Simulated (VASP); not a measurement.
A run of VASP 6.6.1 is set up as follows.

INCAR

```
ALGO = Normal
EDIFF = 1E-7
EDIFFG = -0.04
ENCUT = 600
GGA = PE
IBRION = 2
ISIF = 3
ISMEAR = 0
LASPH = T
LCHARG = F
LREAL = F
LWAVE = F
NELM = 100
NSW = 90
PREC = Accurate
SIGMA = 0.1
```

The input KPOINTS:

```
k-points
0
Gamma
  4 4 4
```

File POSCAR:

```
Cd4S
1.0
    4.5513015600      0.0000000000      0.0000000000
    0.0000000000      4.5513015600      0.0000000000
    0.0000000000      0.0000000000      7.0330996800
Cd S
4 1
Direct
    0.0000000000      0.5000000000      0.5000000000
    0.5000000000      0.0000000000      0.5000000000
    0.0000000000      0.0000000000      0.2771966400
    0.0000000000      0.0000000000      0.7228033600
    0.5000000000      0.5000000000      0.5000000000
```

Potentials or basis: VASP PAW PBE potentials, release 64 (Cd, S).

Run with:

```bash
$ cat potpaw_PBE.64/Cd/POTCAR potpaw_PBE.64/S/POTCAR > POTCAR
$ mpirun -np 1 vasp_std > vasp.out
```

(1) Estimate the relaxed volume.

(2) Estimate the band gap on the k mesh.

Results:

(1) 33.47 Å³/atom.

(2) zero (bands 27 and 28 overlap by 0.87 eV).

Caveat: a cell axis changed by over 15 % at a fixed basis, so the end point is rough.
